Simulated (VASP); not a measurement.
## EuS: single point with PBE+U

EuS:

```xyz
2
Lattice="4.2122 0.0000 0.0000 2.1061 3.6479 0.0000 2.1061 1.2160 3.4393" Properties=species:S:1:pos:R:3 pbc="T T T"
Eu    0.0000    0.0000    0.0000
S     4.2122    2.4319    1.7196
```

| Quantity | Value |
| --- | --- |
| Program | VASP 6.6.1 |
| Task | single point |
| Functional | PBE |
| Potentials or basis | VASP PAW PBE potentials, release 64 (Eu, S) |
| Cutoff | 600 eV |
| k mesh | 10 × 10 × 10 |
| Occupations | fermi-dirac, width 0.05 eV |
| Spin | collinear spin, ferromagnetic start |
| Starting moments | [4.9, 0.0] μB |
| Hubbard terms | Eu f U = 1.5 eV |

```json
{
 "Pressure": "-1.6 GPa",
 "Band gap on the k mesh": "zero (filled and empty bands overlap)",
 "Net moment": "7.00 μB per cell",
 "Site moments": "Eu +6.63; S -0.07 μB",
 "Valence electrons inside the program's atomic spheres": "Eu 14.79; S 3.75"
}
```

Levels at points of the mesh, in eV from the Fermi level:
Spin up:
```tsv
k point	band 12	band 13	band 14	band 15	band 16	band 17	band 18	band 19
(0.00, 0.00, 0.00)	-0.34	0.02	0.02	0.02	1.00	1.29	1.29	1.29
(0.50, 0.00, 0.00)	-0.37	-0.37	-0.34	-0.34	3.12	3.44	3.88	3.88
(0.50, 0.50, 0.00)	-0.39	-0.39	-0.36	-0.15	-0.15	3.31	3.42	4.75
```
Spin down:
| k point | band 4 | band 5 | band 6 | band 7 | band 8 | band 9 | band 10 | band 11 | band 12 | band 13 |
| --- | --- | --- | --- | --- | --- | --- | --- | --- | --- | --- |
| (0.00, 0.00, 0.00) | -17.60 | -13.32 | -2.45 | -2.45 | -2.45 | 1.58 | 2.03 | 2.03 | 2.03 | 2.93 |
| (0.50, 0.00, 0.00) | -17.63 | -12.34 | -4.98 | -3.59 | -3.59 | 3.19 | 4.23 | 4.93 | 4.93 | 5.16 |
| (0.50, 0.50, 0.00) | -17.73 | -12.98 | -3.59 | -2.80 | -2.80 | 0.02 | 4.11 | 4.18 | 5.40 | 5.62 |

Eigenvalues of the final occupation matrices:
```
    site  spin  trace                         eigenvalues
site 1 f     1   6.70  0.95 0.95 0.95 0.96 0.96 0.96 0.96
site 1 f     2   0.01  0.00 0.00 0.00 0.00 0.00 0.00 0.00
```

It took 2.1 min on 1 thread of Intel(R) Xeon(R) 6975P-C (Granite Rapids), on a shared host, peak memory 0.33 GiB.

Caveat: spin-orbit coupling is left out, which moves the levels of the heavy elements; a cell with one magnetic atom can't hold antiferromagnetic order, which such compounds often take. The state reached can hang on the start; a lower one may exist.
